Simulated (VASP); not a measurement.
Runs of VASP 6.6.1 on N. The structure is that of space group P6_3/mmc (No. 194), or close to it. The cells are those of the table. 

```csv
cell,gap on the mesh (eV),pressure (GPa)
"a = 2.477, b = 2.477, c = 2.405 Å, angles 90.0, 90.0, 120.0°, 2 atoms",none,10.6
"a = 2.561, b = 2.561, c = 2.486 Å, angles 90.0, 90.0, 120.0°, 2 atoms",none,(a)
"a = 2.433, b = 2.433, c = 2.362 Å, angles 90.0, 90.0, 120.0°, 2 atoms",none,(b)
"a = 2.455, b = 2.455, c = 2.383 Å, angles 90.0, 90.0, 120.0°, 2 atoms",none,18.2
"a = 2.519, b = 2.519, c = 2.446 Å, angles 90.0, 90.0, 120.0°, 2 atoms",none,-2.0
```

Alike in all rows: task single point; level PBEsol; potentials or basis VASP PAW PBE potentials, release 64 (N); no spin polarisation; k mesh 8 × 8 × 7; cutoff (eV) 600; smearing fermi-dirac 0.1 eV.

Problem. Estimate the missing entries.

Solution. (a) -11.5; (b) 26.9.

Caveats: all runs use coarse meshes; the PAW data sets were made with another functional, which shifts forces and pressure a little.

A gap of «none» marks levels without a gap at the run's occupations.
